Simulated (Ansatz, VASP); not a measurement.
**Two plane-wave programs on TePb4Se3**

The input INCAR:

```
  PREC = Accurate
  ENCUT = 600
  EDIFF = 1E-7
  ISMEAR = 0
  SIGMA = 0.1
  LREAL = F
  LASPH = T
  NELM = 80
  ALGO = Normal
  ISIF = 3
  LWAVE = F
  LCHARG = F
  GGA = PE
  IBRION = 2
  NSW = 90
  EDIFFG = -0.04
```

Contents of KPOINTS:

```
regular mesh
0
Gamma
  4 4 2
```

The input POSCAR:

```
TePb4Se3
1.0
    4.4143445800      0.0000000000      0.0000000000
    0.0000000000      4.4143445800      0.0000000000
    0.0000000000      0.0000000000     12.4856519600
Te Pb Se
1 4 3
Direct
    0.5000000000      0.5000000000      0.5000000000
    0.0000000000      0.0000000000      0.0000000000
    0.5000000000      0.5000000000      0.2500000000
    0.0000000000      0.0000000000      0.5000000000
    0.5000000000      0.5000000000      0.7500000000
    0.0000000000      0.0000000000      0.2500000000
    0.0000000000      0.0000000000      0.7500000000
    0.5000000000      0.5000000000      0.0000000000
```

Input for Ansatz:

```yaml
crystal:
  lattice:
    - [4.41434458, 0.0, 0.0]
    - [0.0, 4.41434458, 0.0]
    - [0.0, 0.0, 12.48565196]
  atoms:
    - { symbol: Te, position: [0.5, 0.5, 0.5] }
    - { symbol: Pb, position: [0.0, 0.0, 0.0] }
    - { symbol: Pb, position: [0.5, 0.5, 0.25] }
    - { symbol: Pb, position: [0.0, 0.0, 0.5] }
    - { symbol: Pb, position: [0.5, 0.5, 0.75] }
    - { symbol: Se, position: [0.0, 0.0, 0.25] }
    - { symbol: Se, position: [0.0, 0.0, 0.75] }
    - { symbol: Se, position: [0.5, 0.5, 0.0] }
basis:
  ecutwfc: 420
kpoints:
  mp_grid: { grid: [4, 4, 2] }
hamiltonian:
  xc: pbe
scf:
  occupations: { method: gaussian, width: 0.1 }
  lower_state_search: "off"
output:
  forces: true
  stress: true
  eigenvalues: true
relax:
  adjacent_minimum: "off"
  f_tol: 0.04
  max_steps: 70
  cell: { stress_tol: 0.4 }
```

Alike in both runs: task relaxation of cell and atoms; functional PBE; k mesh 4 × 4 × 2; occupations gaussian, width 0.1 eV; no spin polarisation.

```csv
,VASP,Ansatz
version,VASP 6.6.1,Ansatz 0.2.0
potentials or method,"VASP PAW PBE potentials, release 64 (Te, Pb_d, Se), cutoff 600 eV","scalar-relativistic, plane waves, PAW"
valence electrons in the cell,80,120
```

```tsv
	VASP	Ansatz	Ansatz less VASP
gap on the k mesh at the Fermi level, each at its own relaxed structure (eV)	0.27	0.27	+0.002
relaxed volume (Å³/atom)	31.52	31.58	+0.059
relaxed cell length with the largest relative difference (Å)	4.469	4.472	+0.0029
```

VASP's potentials hold 80 valence electrons a cell and Ansatz's 120, so a difference there can come from the potentials and not from the codes.

Neither program's run includes spin-orbit coupling.
